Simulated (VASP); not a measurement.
# CdSe (Cadmoselite): electric field gradients with r2SCAN

The system is CdSe (Cadmoselite).

```xyz
4
Lattice="4.3000 0.0000 0.0000 -2.1500 3.7239 0.0000 0.0000 0.0000 7.0200" Properties=species:S:1:pos:R:3 pbc="T T T"
Cd    0.0000    2.4826    0.0341
Cd    2.1500    1.2413    3.5441
Se    0.0000    2.4826    2.6686
Se    2.1500    1.2413    6.1786
```

```yaml
Program: VASP 6.6.1
Task: electric field gradients
Functional: r2SCAN
Potentials_or_basis: VASP PAW PBE potentials, release 64 (Cd, Se)
Cutoff: 520 eV
k_mesh: 9 × 9 × 5
Occupations: fermi-dirac, width 0.01 eV
Spin: no spin polarisation
Dipole_correction: no
Further_INCAR_settings: ALGO = Normal; EDIFF = 1e-08; NBANDS = 26
```

```yaml
Pressure: 1.7 GPa
Largest_force: 0.010 eV/Å
Band_gap_on_the_k_mesh: 1.16 eV, direct
```

Forces in eV/Å, atoms in the order of the input:
```
Cd   0.000  0.000 -0.010
Cd   0.000  0.000 -0.010
Se   0.000  0.000  0.010
Se   0.000  0.000  0.010
```

Levels at points of the mesh, in eV from the valence-band top:
```csv
k point,band 14,band 15,band 16,band 17,band 18,band 19,band 20,band 21,band 22,band 23
"(0.00, 0.00, 0.00)",-0.78,-0.78,-0.05,0.00,0.00,1.16,2.68,6.38,6.38,6.68
```

Electric field gradients, principal values (V/Å²):
```tsv
atom	least	middle	greatest (by size)
1 Cd	-0.578	-0.582	1.160
2 Cd	-0.578	-0.582	1.160
3 Se	-1.423	-1.424	2.846
4 Se	-1.423	-1.424	2.846
```

Wall time 5 min on 1 thread of Intel Xeon 6975P-C, with other jobs on the host, peak memory 0.29 GiB.

Caveat: without QUAD_EFG the Cq values of the log hold for a quadrupole moment of 1 mb, not for the nuclei; the PAW data sets were made with another functional, which shifts forces and pressure a little. r2SCAN opens gaps a little over a GGA but as a rule still falls short of measured ones.
